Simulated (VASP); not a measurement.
Wanted: the native input for a VASP 6.6.1 run.

```
Task                   : relaxation of cell and atoms
Functional             : PBE
Potentials or basis    : VASP PAW PBE potentials, release 64 (Hg, Pd)
Cutoff                 : 600 eV
k mesh                 : 4 × 4 × 4
Occupations            : gaussian, width 0.1 eV
Spin                   : no spin polarisation
Dipole correction      : no
Further INCAR settings : ALGO = Fast; EDIFF = 1e-07; IBRION = 2; EDIFFG = -0.04; NSW = 90; ISIF = 3
```

The structure of Hg2Pd lies in POSCAR:

```
Hg2Pd
1.0
    5.8042385776      0.0000000000      0.0000000000
    0.0000000000      5.9809702010      0.0000000000
    0.0000000000      0.0000000000      3.9066990426
Hg Pd
4 2
Direct
    0.2250000000      0.8250000000      0.5000000000
    0.7250000000      0.6750000000      0.0000000000
    0.7750000000      0.1750000000      0.5000000000
    0.2750000000      0.3250000000      0.0000000000
    0.5000000000      0.5000000000      0.5000000000
    0.0000000000      0.0000000000      0.0000000000
```

These files were run (other wordings do the same):

INCAR

```
ALGO     = Fast           # electronic algorithm
EDIFF    = 1E-7           # SCF threshold, eV
EDIFFG   = -0.04          # ionic threshold
ENCUT    = 600            # plane-wave cutoff, eV
GGA      = PE             # functional
IBRION   = 2              # ionic algorithm
ISIF     = 3              # what is computed and relaxed
ISMEAR   = 0              # smearing method
LASPH    = T              # aspherical terms in the spheres
LCHARG   = F              # write CHGCAR
LREAL    = F              # projectors in reciprocal space
LWAVE    = F              # write WAVECAR
NELM     = 60             # most SCF steps
NSW      = 90             # ionic steps
PREC     = Accurate       # precision mode
SIGMA    = 0.1            # smearing width, eV
```

KPOINTS

```
k-points
0
Gamma
  4 4 4
```

Potentials or basis: VASP PAW PBE potentials, release 64 (Hg, Pd).

Launch:

```bash
$ cat potpaw_PBE.64/Hg/POTCAR potpaw_PBE.64/Pd/POTCAR > POTCAR
$ mpirun -np 1 vasp_std > vasp.out
```

Results of the run:

```json
{
  "Relaxed volume": "26.70 Å³/atom",
  "Relaxed cell": "a = 7.179 Å, b = 6.852 Å, c = 3.257 Å, α = 90.00°, β = 90.00°, γ = 90.00°",
  "Space group after relaxing (to 0.1 Å)": "Pnnm (No. 58)",
  "Energy gained by relaxing": "275.8 meV/atom",
  "Ionic steps": "32",
  "Pressure after relaxing": "0.0 GPa",
  "Largest force after relaxing": "0.026 eV/Å",
  "Band gap on the k mesh": "zero (bands 34 and 35 overlap by 0.80 eV)"
}
```

Caveat: the k points lie up to 0.48 Å⁻¹ apart in the final cell, too coarse for converged energies and pressures of a metal; the volume moved by over 15 % at a fixed basis, so the end points are rough; spin-orbit coupling is left out, which moves the levels of the heavy elements.

Wall time 46 min on 1 thread of AMD EPYC 9R45 96-Core Processor (Zen 5) (shared host), peak memory 0.34 GiB.
